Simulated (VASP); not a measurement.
# Sc7As (P4/mmm) in VASP: relaxation of cell and atoms with PBE

Aim: the relaxation of cell and atoms of Sc7As with PBE.

Program: VASP 6.6.1. These are calculated values, not measurements. Logs are shortened: lines on timing, memory, paths and dates and some standing lists are left out, and cuts for length are marked.

## (1) The cell of the first run

Symmetry: P4/mmm, No. 123, tetragonal system. The conventional cell has a = 4.380 Å, b = 4.380 Å, c = 8.750 Å, α = 90.00°, β = 90.00°, γ = 90.00°. Within 4.1 Å of Sc (site symmetry 2mm) lie 10 Sc at 3.10 Å and 2 As at 3.10 Å. Within 4.1 Å of Sc (site symmetry 4/mmm) lie 12 Sc at 3.10 Å. Sc (site symmetry 4/mmm) has 8 Sc at 3.10 Å and 4 As at 3.10 Å within 4.1 Å. Within 4.1 Å of Sc (site symmetry 4/mmm) lie 12 Sc at 3.10 Å. As (site symmetry 4/mmm) has 12 Sc at 3.10 Å within 4.1 Å.

## (2) Relaxation of cell and atoms, PBE

Input file INCAR:

```
  PREC = Accurate
  ENCUT = 600
  EDIFF = 1E-6
  ISMEAR = 0
  SIGMA = 0.2
  LREAL = F
  LASPH = T
  NELM = 100
  ALGO = Fast
  ISIF = 3
  LWAVE = F
  LCHARG = F
  GGA = PE
  IBRION = 2
  NSW = 36
  EDIFFG = -0.08
```

Input file KPOINTS:

```
Automatic mesh
0
Gamma
  4 4 2
```

Input file POSCAR:

```
Sc7As
1.0
    4.3800000000      0.0000000000      0.0000000000
    0.0000000000      4.3800000000      0.0000000000
    0.0000000000      0.0000000000      8.7500000000
Sc As
7 1
Direct
    0.0000000000      0.5000000000      0.7500000000
    0.0000000000      0.0000000000      0.5000000000
    0.5000000000      0.5000000000      0.0000000000
    0.5000000000      0.5000000000      0.5000000000
    0.5000000000      0.0000000000      0.7500000000
    0.0000000000      0.5000000000      0.2500000000
    0.5000000000      0.0000000000      0.2500000000
    0.0000000000      0.0000000000      0.0000000000
```

Potentials or basis: VASP PAW PBE potentials, release 64 (Sc_sv, As).

Command:

```console
> cat potpaw_PBE.64/Sc_sv/POTCAR potpaw_PBE.64/As/POTCAR > POTCAR
> mpirun -np 1 vasp_std > vasp.out
```

OUTCAR:

```text
PREC = Accurate
   ENCUT = 600
   EDIFF = 1E-6
   ISMEAR = 0
   LREAL = F
   LASPH = T
   NELM = 100
   ISIF = 3
   GGA = PE
   IBRION = 2
   NSW = 36
   EDIFFG = -0.08

 ion  position               nearest neighbor table
   1  0.000  0.500  0.750-   2 3.10   3 3.10   4 3.10   8 3.10   2 3.10   8 3.10   3 3.10   4 3.10
                             5 3.10   5 3.10   5 3.10   5 3.10
   2  0.000  0.000  0.500-   1 3.10   5 3.10   6 3.10   7 3.10   1 3.10   6 3.10   5 3.10   7 3.10
                             4 3.10   4 3.10   4 3.10   4 3.10
   3  0.500  0.500  0.000-   1 3.10   5 3.10   6 3.10   7 3.10   5 3.10   7 3.10   1 3.10   6 3.10
                             8 3.10   8 3.10   8 3.10   8 3.10
   4  0.500  0.500  0.500-   1 3.10   5 3.10   6 3.10   7 3.10   5 3.10   7 3.10   1 3.10   6 3.10
                             2 3.10   2 3.10   2 3.10   2 3.10
   5  0.500  0.000  0.750-   2 3.10   3 3.10   4 3.10   8 3.10   3 3.10   4 3.10   2 3.10   8 3.10
                             1 3.10   1 3.10   1 3.10   1 3.10
   6  0.000  0.500  0.250-   2 3.10   3 3.10   4 3.10   8 3.10   2 3.10   8 3.10   3 3.10   4 3.10
                             7 3.10   7 3.10   7 3.10   7 3.10
   7  0.500  0.000  0.250-   2 3.10   3 3.10   4 3.10   8 3.10   3 3.10   4 3.10   2 3.10   8 3.10
                             6 3.10   6 3.10   6 3.10   6 3.10
   8  0.000  0.000  0.000-   1 3.10   5 3.10   6 3.10   7 3.10   1 3.10   6 3.10   5 3.10   7 3.10
                             3 3.10   3 3.10   3 3.10   3 3.10

  LATTYP: Found a simple tetragonal cell.
 ALAT       =     4.3800000000
 C/A-ratio  =     1.9977168950

  Lattice vectors:

 A1 = (   4.3800000000,   0.0000000000,   0.0000000000)
 A2 = (   0.0000000000,   4.3800000000,   0.0000000000)
 A3 = (   0.0000000000,   0.0000000000,   8.7500000000)

Analysis of symmetry for initial positions (statically):
=====================================================================
 Subroutine PRICEL returns:
 Original cell was already a primitive cell.

 Routine SETGRP: Setting up the symmetry group for a
 simple tetragonal supercell.

 Subroutine GETGRP returns: Found 16 space group operations
 (whereof 16 operations were pure point group operations)
 out of a pool of 16 trial point group operations.

The static configuration has the point symmetry D_4h.

Analysis of symmetry for dynamics (positions and initial velocities):
=====================================================================
 Subroutine PRICEL returns:
 Original cell was already a primitive cell.

 Routine SETGRP: Setting up the symmetry group for a
 simple tetragonal supercell.

 Subroutine GETGRP returns: Found 16 space group operations
 (whereof 16 operations were pure point group operations)
 out of a pool of 16 trial point group operations.

The dynamic configuration has the point symmetry D_4h.

 Subroutine INISYM returns: Found 16 space group operations
 (whereof 16 operations are pure point group operations),
 and found     1 'primitive' translations

----------------------------------------------------------------------------------------

                                     Primitive cell

  volume of cell :     167.8635

  direct lattice vectors                    reciprocal lattice vectors
     4.380000000  0.000000000  0.000000000     0.228310502  0.000000000  0.000000000
     0.000000000  4.380000000  0.000000000     0.000000000  0.228310502  0.000000000
     0.000000000  0.000000000  8.750000000     0.000000000  0.000000000  0.114285714

  length of vectors
     4.380000000  4.380000000  8.750000000     0.228310502  0.228310502  0.114285714

  position of ions in fractional coordinates (direct lattice)
     0.000000000  0.500000000  0.750000000
     0.000000000  0.000000000  0.500000000
     0.500000000  0.500000000  0.000000000
     0.500000000  0.500000000  0.500000000
     0.500000000  0.000000000  0.750000000
     0.000000000  0.500000000  0.250000000
     0.500000000  0.000000000  0.250000000
     0.000000000  0.000000000  0.000000000

  ion indices of the primitive-cell ions
   primitive index   ion index
                 1           1
                 2           2
                 3           3
                 4           4
                 5           5
                 6           6
                 7           7
                 8           8

----------------------------------------------------------------------------------------

 KPOINTS: Automatic mesh

Automatic generation of k-mesh.
 Grid dimensions read from file:
 generate k-points for:    4    4    2

 Generating k-lattice:

  Cartesian coordinates                     Fractional coordinates (reciprocal lattice)
     0.057077626  0.000000000  0.000000000     0.250000000  0.000000000  0.000000000
     0.000000000  0.057077626  0.000000000     0.000000000  0.250000000  0.000000000
     0.000000000  0.000000000  0.057142857     0.000000000  0.000000000  0.500000000

  Length of vectors
     0.057077626  0.057077626  0.057142857

  Shift w.r.t. Gamma in fractional coordinates (k-lattice)
     0.000000000  0.000000000  0.000000000

 Subroutine IBZKPT returns following result:
 ===========================================

 Found     12 irreducible k-points:

 Following reciprocal coordinates:
            Coordinates               Weight
  0.000000  0.000000  0.000000      1.000000
  0.250000  0.000000  0.000000      4.000000
  0.500000  0.000000  0.000000      2.000000
  0.250000  0.250000  0.000000      4.000000
  0.500000  0.250000  0.000000      4.000000
  0.500000  0.500000  0.000000      1.000000
  0.000000  0.000000  0.500000      1.000000
  0.250000  0.000000  0.500000      4.000000
  0.500000  0.000000  0.500000      2.000000
  0.250000  0.250000  0.500000      4.000000
  0.500000  0.250000  0.500000      4.000000
  0.500000  0.500000  0.500000      1.000000
   k-points           NKPTS =     12   k-points in BZ     NKDIM =     12   number of bands    NBANDS=     49
   number of dos      NEDOS =    301   number of ions     NIONS =      8
   total plane-waves  NPLWV =  90720
   dimension x,y,z NGX =    36 NGY =   36 NGZ =   70
   dimension x,y,z NGXF=    72 NGYF=   72 NGZF=  140
   ions per type =               7   1
   NGX,Y,Z   is equivalent  to a cutoff of  13.66, 13.66, 13.30 a.u.
   NGXF,Y,Z  is equivalent  to a cutoff of  27.33, 27.33, 26.60 a.u.
 SYSTEM =  unknown system
   PREC   = accura    normal or accurate (medium, high low for compatibility)
   ISTART =      0    job   : 0-new  1-cont  2-samecut
   ICHARG =      2    charge: 1-file 2-atom 10-const
   ISPIN  =      1    spin polarized calculation?
   LNONCOLLINEAR =      F non collinear calculations
   LSORBIT =      F    spin-orbit coupling
   LASPH  =      T    aspherical Exc in radial PAW
   ENCUT  =  600.0 eV  44.10 Ry    6.64 a.u.   8.75  8.75 17.48*2*pi/ulx,y,z
   NELM   =    100;   NELMIN=  2; NELMDL= -5     # of ELM steps
   EDIFF  = 0.1E-05   stopping-criterion for ELM
   LREAL  =      F    real-space projection
   EDIFFG = -.8E-01   stopping-criterion for IOM
   NSW    =     36    number of steps for IOM
   IBRION =      2    ionic relax: 0-MD 1-quasi-New 2-CG
   NFREE  =      1    steps in history (QN), initial steepest desc. (CG)
   ISIF   =      3    stress and relaxation
   ISYM   =      2    0-nonsym 1-usesym 2-fastsym
   POTIM  = 0.5000    time-step for ionic-motion
   TEBEG  =    0.0;   TEEND  =   0.0 temperature during run
   PSTRESS=    0.0 pullay stress
   NELECT =      82.0000    total number of electrons
   NUPDOWN=      -1.0000    fix difference up-down
   EMIN   =  10.00;   EMAX   =-10.00  energy-range for DOS
   EFERMI =   0.00;   METHOD = LEGACY
   ISMEAR =     0;   SIGMA  =   0.20  broadening in eV -4-tet -1-fermi 0-gaus
   EFERMI_NEDOS =   21; number of points for ismear=-14 and -15
   IALGO  =     68    algorithm
   IMIX   =      4    mixing-type and parameters
     AMIX     =   0.40;   BMIX     =  1.00
     AMIX_MAG =   1.60;   BMIX_MAG =  1.00
  volume/ion in A,a.u.               =      20.98       141.60
  Fermi-wavevector in a.u.,A,eV,Ry     =   1.289320  2.436461 22.617588  1.662346
  Thomas-Fermi vector in A             =   2.421220
   LORBIT       =      0    0 simple, 1 ext, 2 COOP (PROOUT), +10 PAW based schemes
   GGA     = PE    functional components
   LHFCALC =     F    Hartree Fock is set to
   AEXX    =    0.0000 exact exchange contribution
   IVDW    =     0    specifies the selected vdW correction
   LEPSILON=     F    determine dielectric tensor
   LRPA    =     F    only Hartree local field effects (RPA)
 conjugate gradient relaxation of ions
 non-spin polarized calculation
 RMM-DIIS sequential band-by-band and
 Gauss-broadening in eV      SIGMA  =   0.20
  energy-cutoff  :      600.00
  volume of cell :      167.86
 maximum number of plane-waves:      5627
 NGX is ok and might be reduce to    36
   NGX = 17   NGY = 17   NGZ = 35

--------------------------------------- Ionic step        1  -------------------------------------------

 number of electron      81.9999988 magnetization

 Free energy of the ion-electron system (eV)
  ---------------------------------------------------
  ext. energy  EPLUGINS =         0.00000000
  ---------------------------------------------------
  free energy    TOTEN  =       -49.81215882 eV

  energy without entropy =      -49.58085593  energy(sigma->0) =      -49.69650738

------------------------ aborting loop because EDIFF is reached ----------------------------------------

  FORCE on cell =-STRESS in cart. coord.  units (eV):
  Direction    XX          YY          ZZ          XY          YZ          ZX
  --------------------------------------------------------------------------------------
  -------------------------------------------------------------------------------------
  Total        4.4641705      4.4641705      7.2977073      0.0000000      0.0000000      0.0000000
  in kB       42.6083856     42.6083856     69.6531482      0.0000000      0.0000000      0.0000000
  external PRESSURE =      51.6233065 kB  Pullay stress =       0.0000000 kB
[... 153 lines left out ...]
  energy  without entropy=      -49.8491271099  energy(sigma->0) =      -49.98358984

--------------------------------------- Ionic step        5  -------------------------------------------

 number of electron      81.9999993 magnetization

 Free energy of the ion-electron system (eV)
  ---------------------------------------------------
  ext. energy  EPLUGINS =         0.00000000
  ---------------------------------------------------
  free energy    TOTEN  =       -50.15425942 eV

  energy without entropy =      -49.86866167  energy(sigma->0) =      -50.01146054

 E-fermi :   4.5377     XC(G=0): -10.1843

 val. band max:        4.5224464995   @ k =   0.2500   0.2500   0.0000
 cond. band min:       4.5412974307   @ k =   0.5000   0.0000   0.0000
 fundamental gap:      0.0188509313
 Fermi energy:         4.5376699367

 k-point     1 :       0.0000    0.0000    0.0000
  band No.  band energies     occupation
      1     -45.0607      2.00000
      2     -44.9064      2.00000
      3     -44.9047      2.00000
      4     -44.8370      2.00000
      5     -44.8369      2.00000
      6     -44.7564      2.00000
[... 648 lines left out ...]
  FREE ENERGIE OF THE ION-ELECTRON SYSTEM (eV)
  ---------------------------------------------------
  free  energy   TOTEN  =       -50.1542594152 eV

  energy  without entropy=      -49.8686616687  energy(sigma->0) =      -50.01146054

 reached required accuracy - stopping structural energy minimisation
```

It took 7.2 min on 1 thread of Intel Xeon 6975P-C (Granite Rapids), shared host; peak memory 0.36 GiB.

Results:

```
Free energy                           : -50.1543 eV
Relaxed volume                        : 22.59 Å³/atom
Relaxed cell                          : a = 4.409 Å, b = 4.409 Å, c = 9.296 Å, α = 90.00°, β = 90.00°, γ = 90.00°
Space group after relaxing (to 0.1 Å) : P4/mmm (No. 123)
Energy gained by relaxing             : 42.8 meV/atom
Ionic steps                           : 5
Pressure after relaxing               : 0.0 GPa
Largest force after relaxing          : 0.075 eV/Å
Band gap on the k mesh                : zero (bands 41 and 42 overlap by 0.66 eV)
```

Forces in eV/Å, atoms in the order of the input:
```
Sc   0.000  0.000  0.075
Sc   0.000  0.000  0.000
Sc   0.000  0.000  0.000
Sc   0.000  0.000  0.000
Sc   0.000  0.000  0.075
Sc   0.000  0.000 -0.075
Sc   0.000  0.000 -0.075
As   0.000  0.000  0.000
```

The path:
```tsv
step	energy change (eV)	largest force (eV/Å)	pressure (GPa)	volume (Å³)
1	0.0000	0.5626	5.16	167.86
2	-0.2658	0.3012	-1.10	184.81
3	-0.2693	0.3260	-0.51	182.91
4	-0.3059	0.2446	-0.36	182.19
5	-0.3421	0.0748	0.04	180.69
```

Final structure:
```cif
data_structure
_symmetry_space_group_name_H-M 'P 1'
_symmetry_Int_Tables_number 1
_cell_length_a 4.4088
_cell_length_b 4.4088
_cell_length_c 9.2959
_cell_angle_alpha 90.000
_cell_angle_beta 90.000
_cell_angle_gamma 90.000
_cell_volume 180.69
loop_
_atom_site_label
_atom_site_type_symbol
_atom_site_fract_x
_atom_site_fract_y
_atom_site_fract_z
_atom_site_occupancy
Sc1 Sc 0.00000 0.50000 0.75842 1
Sc2 Sc 0.00000 0.00000 0.50000 1
Sc3 Sc 0.50000 0.50000 0.00000 1
Sc4 Sc 0.50000 0.50000 0.50000 1
Sc5 Sc 0.50000 0.00000 0.75842 1
Sc6 Sc 0.00000 0.50000 0.24158 1
Sc7 Sc 0.50000 0.00000 0.24158 1
As1 As 0.00000 0.00000 0.00000 1
```

Levels at points of the mesh, in eV from the Fermi level:
```csv
k point,band 36,band 37,band 38,band 39,band 40,band 41,band 42,band 43,band 44,band 45
"(0.00, 0.00, 0.00)",-1.51,-1.49,-0.68,-0.68,-0.58,-0.50,0.06,0.06,0.49,0.49
"(0.50, 0.00, 0.00)",-1.11,-0.77,-0.47,0.00,0.16,0.39,0.41,0.41,0.43,0.44
"(0.50, 0.50, 0.00)",-1.75,-1.59,-0.69,-0.69,0.00,0.08,0.32,0.37,0.37,0.52
"(0.00, 0.00, 0.50)",-1.40,-1.26,-0.87,-0.43,-0.32,-0.32,-0.26,-0.19,-0.19,-0.14
"(0.50, 0.00, 0.50)",-1.32,-0.73,-0.33,-0.21,0.02,0.31,0.36,0.38,0.40,0.42
"(0.50, 0.50, 0.50)",-1.62,-1.62,-0.96,-0.96,0.04,0.06,0.10,0.28,0.28,0.86
```

Caveat: the relaxation stopped at a loose force limit of 0.08 eV/Å, so its end isn't a converged minimum.
